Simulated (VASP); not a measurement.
# LiNbO3 (R3c) in VASP: single point with r2SCAN

Aim: the single point of LiNbO3 with r2SCAN.

Everything below comes from runs of VASP 6.6.1. Logs are shortened: lines on timing, memory, paths and dates and some standing lists are left out, and cuts for length are marked.

### 1 The cell of the first run

It takes space group R3c (No. 161, trigonal). The conventional cell has a = 5.150 Å, b = 5.150 Å, c = 13.874 Å, α = 90.00°, β = 90.00°, γ = 120.00°. Li (site symmetry 3) has 6 O at 2.06 to 2.24 Å within 2.7 Å. Within 2.5 Å of Nb (site symmetry 3) lie 6 O at 1.88 to 2.14 Å. O (site symmetry 1) has 2 Nb at 1.88 to 2.14 Å and 2 Li at 2.06 to 2.24 Å within 2.5 Å.

### 2 Single point, r2SCAN

POSCAR

```
LiNbO3
1.0
    2.5752491681      1.4868208005      4.6247300000
   -2.5752491681      1.4868208005      4.6247300000
    0.0000000000     -2.9736416009      4.6247300000
Li Nb O
2 2 6
Direct
    0.2819373367      0.2819373367      0.2819373367
    0.7819373367      0.7819373367      0.7819373367
    0.0001774335      0.0001774335      0.0001774335
    0.5001774335      0.5001774335      0.5001774335
    0.1088627081      0.3608383425      0.7198541792
    0.7198541792      0.1088627081      0.3608383425
    0.3608383425      0.7198541792      0.1088627081
    0.2198541792      0.8608383425      0.6088627081
    0.8608383425      0.6088627081      0.2198541792
    0.6088627081      0.2198541792      0.8608383425
```

INCAR.step1

```
PREC = Accurate
ENCUT = 520
ISMEAR = 0
SIGMA = 0.01
LREAL = False
LASPH = True
NELM = 80
NBANDS = 45
GGA = PE
ALGO = Normal
EDIFF = 1E-4
LWAVE = True
LCHARG = False
```

INCAR.step2

```
PREC = Accurate
ENCUT = 520
EDIFF = 1E-6
ISMEAR = 0
SIGMA = 0.01
LREAL = False
LASPH = True
NELM = 80
ALGO = Normal
ISIF = 2
LWAVE = False
LCHARG = False
METAGGA = R2SCAN
LMIXTAU = True
NBANDS = 45
ISTART = 1
```

KPOINTS

```
regular mesh
0
Gamma
  6 6 6
```

Potentials or basis: VASP PAW PBE potentials, release 64 (Li_sv, Nb_sv, O).

The run is started by

```sh
$ cat potpaw_PBE.64/Li_sv/POTCAR potpaw_PBE.64/Nb_sv/POTCAR potpaw_PBE.64/O/POTCAR > POTCAR
$ cp INCAR.step1 INCAR
$ mpirun -np 1 vasp_std > vasp.out
$ cp INCAR.step2 INCAR
$ mpirun -np 1 vasp_std > vasp.out
```

OUTCAR:

```text
PREC = Accurate
   ENCUT = 520
   EDIFF = 1E-6
   ISMEAR = 0
   LREAL = False
   LASPH = True
   NELM = 80
   ISIF = 2
   METAGGA = R2SCAN
   ISTART = 1

 ion  position               nearest neighbor table
   1  0.282  0.282  0.282-   9 2.06  10 2.06   8 2.06   6 2.24   5 2.24   7 2.24
   2  0.782  0.782  0.782-   5 2.06   6 2.06   7 2.06  10 2.24   9 2.24   8 2.24
   3  0.000  0.000  0.000-   7 1.88   6 1.88   5 1.88  10 2.14   8 2.14   9 2.14
   4  0.500  0.500  0.500-   8 1.88  10 1.88   9 1.88   6 2.14   7 2.14   5 2.14
   5  0.109  0.361  0.720-   3 1.88   2 2.06   4 2.14   1 2.24
   6  0.720  0.109  0.361-   3 1.88   2 2.06   4 2.14   1 2.24
   7  0.361  0.720  0.109-   3 1.88   2 2.06   4 2.14   1 2.24
   8  0.220  0.861  0.609-   4 1.88   1 2.06   3 2.14   2 2.24
   9  0.861  0.609  0.220-   4 1.88   1 2.06   3 2.14   2 2.24
  10  0.609  0.220  0.861-   4 1.88   1 2.06   3 2.14   2 2.24

  LATTYP: Found a trigonal (rhomboedric) cell.
 ALAT       =     5.4982426232
 COS(alpha) =     0.5612463864

  Lattice vectors:

 A1 = (   2.5752491681,   1.4868208005,   4.6247300000)
 A2 = (  -2.5752491681,   1.4868208005,   4.6247300000)
 A3 = (   0.0000000000,  -2.9736416009,   4.6247300000)

Analysis of symmetry for initial positions (statically):
=====================================================================
 Subroutine PRICEL returns:
 Original cell was already a primitive cell.

 Routine SETGRP: Setting up the symmetry group for a
 trigonal (rhombohedral) supercell.

 Subroutine GETGRP returns: Found  6 space group operations
 (whereof  3 operations were pure point group operations)
 out of a pool of 12 trial point group operations.

The static configuration has the point symmetry C_3 .
 The point group associated with its full space group is C_3v.

Analysis of symmetry for dynamics (positions and initial velocities):
=====================================================================
 Subroutine PRICEL returns:
 Original cell was already a primitive cell.

 Routine SETGRP: Setting up the symmetry group for a
 trigonal (rhombohedral) supercell.

 Subroutine GETGRP returns: Found  6 space group operations
 (whereof  3 operations were pure point group operations)
 out of a pool of 12 trial point group operations.

The dynamic configuration has the point symmetry C_3 .
 The point group associated with its full space group is C_3v.

 Subroutine INISYM returns: Found  6 space group operations
 (whereof  3 operations are pure point group operations),
 and found     1 'primitive' translations

----------------------------------------------------------------------------------------

                                     Primitive cell

  volume of cell :     106.2467

  direct lattice vectors                    reciprocal lattice vectors
     2.575249168  1.486820801  4.624730000     0.194155970  0.112096001  0.072076280
    -2.575249168  1.486820801  4.624730000    -0.194155970  0.112096001  0.072076280
     0.000000000 -2.973641601  4.624730000     0.000000000 -0.224192003  0.072076280

  length of vectors
     5.498242623  5.498242623  5.498242623     0.235493194  0.235493194  0.235493194

  position of ions in fractional coordinates (direct lattice)
     0.281937337  0.281937337  0.281937337
     0.781937337  0.781937337  0.781937337
     0.000177433  0.000177433  0.000177433
     0.500177433  0.500177433  0.500177433
     0.108862708  0.360838343  0.719854179
     0.719854179  0.108862708  0.360838343
     0.360838343  0.719854179  0.108862708
     0.219854179  0.860838343  0.608862708
     0.860838343  0.608862708  0.219854179
     0.608862708  0.219854179  0.860838343

  ion indices of the primitive-cell ions
   primitive index   ion index
                 1           1
                 2           2
                 3           3
                 4           4
                 5           5
                 6           6
                 7           7
                 8           8
                 9           9
                10          10

----------------------------------------------------------------------------------------

 KPOINTS: regular mesh

Automatic generation of k-mesh.
 Grid dimensions read from file:
 generate k-points for:    6    6    6

 Generating k-lattice:

  Cartesian coordinates                     Fractional coordinates (reciprocal lattice)
     0.032359328  0.018682667  0.012012713     0.166666667 -0.000000000 -0.000000000
    -0.032359328  0.018682667  0.012012713    -0.000000000  0.166666667 -0.000000000
     0.000000000 -0.037365334  0.012012713     0.000000000  0.000000000  0.166666667

  Length of vectors
     0.039248866  0.039248866  0.039248866

  Shift w.r.t. Gamma in fractional coordinates (k-lattice)
     0.000000000  0.000000000  0.000000000

 Subroutine IBZKPT returns following result:
 ===========================================

 Found     32 irreducible k-points:

 Following reciprocal coordinates:
            Coordinates               Weight
  0.000000  0.000000  0.000000      1.000000
  0.166667 -0.000000  0.000000      6.000000
  0.333333  0.000000  0.000000      6.000000
  0.500000  0.000000  0.000000      3.000000
  0.166667  0.166667  0.000000      6.000000
  0.333333  0.166667 -0.000000     12.000000
[... 16 lines left out ...]
  0.500000  0.500000  0.166667      6.000000
 -0.333333  0.500000  0.166667     12.000000
 [... further k-points ...]
   k-points           NKPTS =     32   k-points in BZ     NKDIM =     32   number of bands    NBANDS=     45
   number of dos      NEDOS =    301   number of ions     NIONS =     10
   total plane-waves  NPLWV =  74088
   dimension x,y,z NGX =    42 NGY =   42 NGZ =   42
   dimension x,y,z NGXF=    84 NGYF=   84 NGZF=   84
   ions per type =               2   2   6
   NGX,Y,Z   is equivalent  to a cutoff of  12.70, 12.70, 12.70 a.u.
   NGXF,Y,Z  is equivalent  to a cutoff of  25.40, 25.40, 25.40 a.u.
 SYSTEM =  unknown system
   PREC   = accura    normal or accurate (medium, high low for compatibility)
   ISTART =      1    job   : 0-new  1-cont  2-samecut
   ICHARG =      0    charge: 1-file 2-atom 10-const
   ISPIN  =      1    spin polarized calculation?
   LNONCOLLINEAR =      F non collinear calculations
   LSORBIT =      F    spin-orbit coupling
   LASPH  =      T    aspherical Exc in radial PAW
   ENCUT  =  520.0 eV  38.22 Ry    6.18 a.u.  10.22 10.22 10.22*2*pi/ulx,y,z
   NELM   =     80;   NELMIN=  2; NELMDL=  0     # of ELM steps
   EDIFF  = 0.1E-05   stopping-criterion for ELM
   LREAL  =      F    real-space projection
   EDIFFG = 0.1E-04   stopping-criterion for IOM
   NSW    =      0    number of steps for IOM
   IBRION =     -1    ionic relax: 0-MD 1-quasi-New 2-CG
   NFREE  =      0    steps in history (QN), initial steepest desc. (CG)
   ISIF   =      2    stress and relaxation
   ISYM   =      2    0-nonsym 1-usesym 2-fastsym
   POTIM  = 0.5000    time-step for ionic-motion
   TEBEG  =    0.0;   TEEND  =   0.0 temperature during run
   PSTRESS=    0.0 pullay stress
   NELECT =      68.0000    total number of electrons
   NUPDOWN=      -1.0000    fix difference up-down
   EMIN   =  10.00;   EMAX   =-10.00  energy-range for DOS
   EFERMI =   0.00;   METHOD = LEGACY
   ISMEAR =     0;   SIGMA  =   0.01  broadening in eV -4-tet -1-fermi 0-gaus
   EFERMI_NEDOS =   21; number of points for ismear=-14 and -15
   IALGO  =     38    algorithm
   IMIX   =      4    mixing-type and parameters
     AMIX     =   0.40;   BMIX     =  1.00
     AMIX_MAG =   1.60;   BMIX_MAG =  1.00
  volume/ion in A,a.u.               =      10.62        71.70
  Fermi-wavevector in a.u.,A,eV,Ry     =   1.410823  2.666069 27.081341  1.990422
  Thomas-Fermi vector in A             =   2.532738
   LORBIT       =      0    0 simple, 1 ext, 2 COOP (PROOUT), +10 PAW based schemes
   METAGGA = R2SCAN    functional components
   LHFCALC =     F    Hartree Fock is set to
   AEXX    =    0.0000 exact exchange contribution
   IVDW    =     0    specifies the selected vdW correction
   LEPSILON=     F    determine dielectric tensor
   LRPA    =     F    only Hartree local field effects (RPA)
 non-spin polarized calculation
 Gauss-broadening in eV      SIGMA  =   0.01
  energy-cutoff  :      520.00
  volume of cell :      106.25
 maximum number of plane-waves:      2904
 NGX is ok and might be reduce to    42
   NGX = 21   NGY = 21   NGZ = 21

 number of electron      67.9999998 magnetization

 Free energy of the ion-electron system (eV)
  ---------------------------------------------------
  ext. energy  EPLUGINS =         0.00000000
  ---------------------------------------------------
  free energy    TOTEN  =      -118.64502168 eV

  energy without entropy =     -118.64502168  energy(sigma->0) =     -118.64502168

 E-fermi :   3.2443     XC(G=0): -11.4839

 val. band max:        3.1613263758   @ k =   0.1667   0.1667   0.1667
 cond. band min:       7.1849870956   @ k =   0.5000   0.3333   0.0000
 fundamental gap:      4.0236607198
 Fermi energy:         3.2442684800

 k-point     1 :       0.0000    0.0000    0.0000
  band No.  band energies     occupation
      1     -52.7156      2.00000
      2     -52.6988      2.00000
      3     -40.6756      2.00000
      4     -40.6731      2.00000
      5     -28.3007      2.00000
      6     -28.3007      2.00000
[... 37 lines left out ...]
     44      13.6669      0.00000
     45      13.6669      0.00000

 k-point     2 :       0.1667   -0.0000    0.0000
  band No.  band energies     occupation
      1     -52.7144      2.00000
      2     -52.6999      2.00000
      3     -40.6755      2.00000
      4     -40.6733      2.00000
      5     -28.2911      2.00000
      6     -28.2895      2.00000
[... 37 lines left out ...]
     44      13.5662      0.00000
     45      13.6101      0.00000

 k-point     3 :       0.3333    0.0000    0.0000
  band No.  band energies     occupation
      1     -52.7113      2.00000
      2     -52.7030      2.00000
      3     -40.6751      2.00000
      4     -40.6738      2.00000
      5     -28.2628      2.00000
      6     -28.2584      2.00000
[... 37 lines left out ...]
     44      13.3453      0.00000
     45      13.4393      0.00000

 k-point     4 :       0.5000    0.0000    0.0000
  band No.  band energies     occupation
      1     -52.7071      2.00000
      2     -52.7071      2.00000
      3     -40.6744      2.00000
      4     -40.6744      2.00000
      5     -28.2204      2.00000
      6     -28.2204      2.00000
[... 901 lines left out ...]
     44      13.3596      0.00000
     45      13.6676      0.00000

 k-point    23 :       0.5000    0.5000    0.1667
  band No.  band energies     occupation
      1     -52.7096      2.00000
      2     -52.7047      2.00000
      3     -40.6749      2.00000
      4     -40.6740      2.00000
      5     -28.2992      2.00000
      6     -28.2887      2.00000
[... 37 lines left out ...]
     44      13.3872      0.00000
     45      13.9369      0.00000

 k-point    24 :      -0.3333    0.5000    0.1667
  band No.  band energies     occupation
      1     -52.7085      2.00000
      2     -52.7057      2.00000
      3     -40.6747      2.00000
      4     -40.6742      2.00000
      5     -28.3023      2.00000
      6     -28.3005      2.00000
[... 37 lines left out ...]
     44      13.3064      0.00000
     45      14.3357      0.00000

 [... further k-points ...]

------------------------ aborting loop because EDIFF is reached ----------------------------------------

  FORCE on cell =-STRESS in cart. coord.  units (eV):
  Direction    XX          YY          ZZ          XY          YZ          ZX
  --------------------------------------------------------------------------------------
  -------------------------------------------------------------------------------------
  Total       -0.5363231     -0.5363231     -0.2439582      0.0000000     -0.0000000      0.0000000
  in kB       -8.0876355     -8.0876355     -3.6788364      0.0000000     -0.0000000      0.0000000
  external PRESSURE =      -6.6180358 kB  Pullay stress =       0.0000000 kB

 VOLUME and BASIS-vectors are now :
 -----------------------------------------------------------------------------
  energy-cutoff  :      520.00
  volume of cell :      106.25
      direct lattice vectors                 reciprocal lattice vectors
     2.575249168  1.486820801  4.624730000     0.194155970  0.112096001  0.072076280
    -2.575249168  1.486820801  4.624730000    -0.194155970  0.112096001  0.072076280
     0.000000000 -2.973641601  4.624730000     0.000000000 -0.224192003  0.072076280

 POSITION                                       TOTAL-FORCE (eV/Angst)
 -----------------------------------------------------------------------------------
      0.00000      0.00000      3.91165         0.000000     -0.000000     -0.040628
      0.00000      0.00000     10.84875         0.000000     -0.000000     -0.040628
      0.00000      0.00000      0.00246         0.000000     -0.000000     -0.017889
      0.00000      0.00000      6.93956         0.000000     -0.000000     -0.017889
     -0.64890     -1.44223      5.50137        -0.007944      0.015726      0.019506
      1.57346      0.15915      5.50137        -0.009647     -0.014743      0.019506
     -0.92456      1.28308      5.50137         0.017591     -0.000983      0.019506
     -1.65069     -0.20374      7.81374        -0.017591     -0.000983      0.019506
      0.64890      1.53141      7.81374         0.007944      0.015726      0.019506
      1.00179     -1.32767      7.81374         0.009647     -0.014743      0.019506
 -----------------------------------------------------------------------------------
    total drift:                               -0.000000     -0.000001     -0.145355

  FREE ENERGIE OF THE ION-ELECTRON SYSTEM (eV)
  ---------------------------------------------------
  free  energy   TOTEN  =      -118.6450216753 eV

  energy  without entropy=     -118.6450216753  energy(sigma->0) =     -118.64502168
```

It took 8 min on 1 thread of Intel Xeon Platinum 8559C (Emerald Rapids), shared host; peak memory 0.34 GiB.

Results:

| Quantity | Value |
| --- | --- |
| Free energy | -118.6450 eV |
| Largest force | 0.041 eV/Å |
| Band gap on the k mesh | 4.02 eV (least direct gap 4.06 eV) |

Forces on the atoms (eV/Å):
```
Li   0.000  0.000 -0.041
Li   0.000  0.000 -0.041
Nb   0.000  0.000 -0.018
Nb   0.000  0.000 -0.018
O   -0.008  0.016  0.020
O   -0.010 -0.015  0.020
O    0.018 -0.001  0.020
O   -0.018 -0.001  0.020
O    0.008  0.016  0.020
O    0.010 -0.015  0.020
```

Levels at points of the mesh, in eV from the valence-band top:
```csv
k point,band 31,band 32,band 33,band 34,band 35,band 36,band 37,band 38
"(0.00, 0.00, 0.00)",-0.66,-0.50,-0.01,-0.01,4.05,4.05,4.50,5.58
"(0.50, 0.00, 0.00)",-0.29,-0.29,-0.20,-0.20,4.30,4.30,5.15,5.15
"(0.50, 0.50, 0.00)",-0.69,-0.67,-0.49,-0.20,4.13,4.57,5.03,5.06
"(0.50, 0.50, 0.50)",-0.31,-0.31,-0.31,-0.31,5.07,5.07,5.27,5.27
```

Caveat: the cutoff is under 1.25 times the usual one of these potentials, so pressure, stress and relaxed cells hold a basis-set (Pulay) error; the PAW data sets were made with another functional, which shifts forces and pressure a little.
